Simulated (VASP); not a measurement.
Write the native input for VASP 6.6.1 that does the following.

| Quantity | Value |
| --- | --- |
| Task | single point |
| Functional | r2SCAN |
| Potentials or basis | VASP PAW PBE potentials, release 64 (Ca_sv) |
| Cutoff | 520 eV |
| k mesh | 12 × 12 × 6 |
| Occupations | gaussian, width 0.1 eV |
| Spin | no spin polarisation |
| Dipole correction | no |
| Further INCAR settings | ALGO = Normal; EDIFF = 1e-07; NBANDS = 17 |

The system is Ca.

```
Ca
1.0
     3.93855    0.00000    0.00000
    -1.96928    3.41089    0.00000
     0.00000    0.00000    6.45429
Ca
2
Direct
  0.33333 0.66667 0.25000
  0.66667 0.33333 0.75000
```

One way to write it, as run:

POSCAR

```
Ca
1.0
    3.9385512639      0.0000000000      0.0000000000
   -1.9692756319      3.4108854486      0.0000000000
    0.0000000000      0.0000000000      6.4542927410
Ca
2
Direct
    0.3333333333      0.6666666667      0.2500000000
    0.6666666667      0.3333333333      0.7500000000
```

INCAR.step1

```
PREC     = Accurate       # precision mode
ENCUT    = 520            # plane-wave cutoff, eV
ISMEAR   = 0              # smearing method
SIGMA    = 0.1            # smearing width, eV
LREAL    = F              # projectors in reciprocal space
LASPH    = T              # aspherical terms in the spheres
NELM     = 80             # most SCF steps
NBANDS   = 17             # bands
GGA      = PE             # functional
ALGO     = Normal         # electronic algorithm
EDIFF    = 1E-4           # SCF threshold, eV
LWAVE    = T              # write WAVECAR
LCHARG   = F              # write CHGCAR
```

INCAR.step2

```
PREC     = Accurate       # precision mode
ENCUT    = 520            # plane-wave cutoff, eV
EDIFF    = 1E-7           # SCF threshold, eV
ISMEAR   = 0              # smearing method
SIGMA    = 0.1            # smearing width, eV
LREAL    = F              # projectors in reciprocal space
LASPH    = T              # aspherical terms in the spheres
NELM     = 80             # most SCF steps
ALGO     = Normal         # electronic algorithm
ISIF     = 2              # what is computed and relaxed
LWAVE    = F              # write WAVECAR
LCHARG   = F              # write CHGCAR
METAGGA  = R2SCAN         # meta-GGA
LMIXTAU  = T            
NBANDS   = 17             # bands
ISTART   = 1
```

KPOINTS

```
regular mesh
0
Gamma
  12 12 6
```

Potentials or basis: VASP PAW PBE potentials, release 64 (Ca_sv).

Command:

```bash
$ cat potpaw_PBE.64/Ca_sv/POTCAR > POTCAR
$ cp INCAR.step1 INCAR
$ mpirun -np 1 vasp_std > vasp.out
$ cp INCAR.step2 INCAR
$ mpirun -np 1 vasp_std > vasp.out
```

Results of the run:

```yaml
Pressure: 0.1 GPa
Band_gap_on_the_k_mesh: zero (band 10 reaches 2.27 eV, above the bottom of band 11 at 1.57 eV)
```

Caveat: the PAW data sets were made with another functional, which shifts forces and pressure a little.

Wall time 4 min on 1 thread of Intel(R) Xeon(R) 6975P-C (Granite Rapids), with other jobs on the host, peak memory 0.26 GiB.
